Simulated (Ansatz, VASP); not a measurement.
**Two plane-wave programs on GaAs**

```xyz
2
Lattice="0.0000 2.8514 2.8514 2.8514 0.0000 2.8514 2.8514 2.8514 0.0000" Properties=species:S:1:pos:R:3 pbc="T T T"
Ga    0.0000    0.0000    0.0000
As    1.4257    1.4257    1.4257
```

Alike in both runs: functional r2SCAN; k mesh 8 × 8 × 8; occupations fermi-dirac, width 0.02 eV; no spin polarisation.

Ansatz relaxed the structure, and its values are those at the end. VASP's run is a single point on that final structure, the one shown.

```csv
,VASP,Ansatz
version,VASP 6.6.1,Ansatz 0.2.0
potentials or method,"VASP PAW PBE potentials, release 64 (Ga_d, As), cutoff 520 eV",PAW plane waves
valence electrons in the cell,18,28
```

VASP gave:

```
gap on the k mesh at the Fermi level (eV) : 0.79
pressure (GPa)                            : -1.2
```

Problem. What did Ansatz give for the same quantities?

Solution. gap on the k mesh at the Fermi level (eV): 0.81; pressure (GPa): -1.4.

VASP's potentials were made for PBE, not for r2SCAN. VASP's potentials hold 18 valence electrons a cell and Ansatz's 28, so a difference there can come from the potentials and not from the codes. Ansatz's warnings: stress scf threshold loose.
